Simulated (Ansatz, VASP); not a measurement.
**One calculation of P, two programs**

```
CELL_PARAMETERS angstrom
1.62403 -5.87358 0.00000
1.62403 5.87358 0.00000
0.00000 0.00000 2.64019
ATOMIC_POSITIONS crystal
P 0.68542 0.31458 0.00000
P 0.31458 0.68542 0.00000
```

Alike in both runs: functional PBE; k mesh 18 × 18 × 22; occupations gaussian, width 0.1 eV; no spin polarisation.

Ansatz relaxed the structure, and its values are those at the end. VASP's run is a single point on that final structure, the one shown.

```csv
,VASP,Ansatz
version,VASP 6.6.1,Ansatz 0.2.0
potentials or method,"VASP PAW PBE potentials, release 64 (P), cutoff 520 eV","scalar-relativistic, plane waves, PAW"
valence electrons in the cell,10,10
```

|  | VASP | Ansatz | Ansatz less VASP |
| --- | --- | --- | --- |
| gap on the k mesh at the Fermi level (eV) | none | none | - |
| pressure (GPa) | -0.2 | 0.0 | +0.24 |
| rms of the force components (eV/Å) | 0.040 | 0.000 | -0.0396 |

A gap of «none» marks a metal or a gap that the smearing closes. With one functional, cell and mesh, what is left measures potentials, basis and numerics.
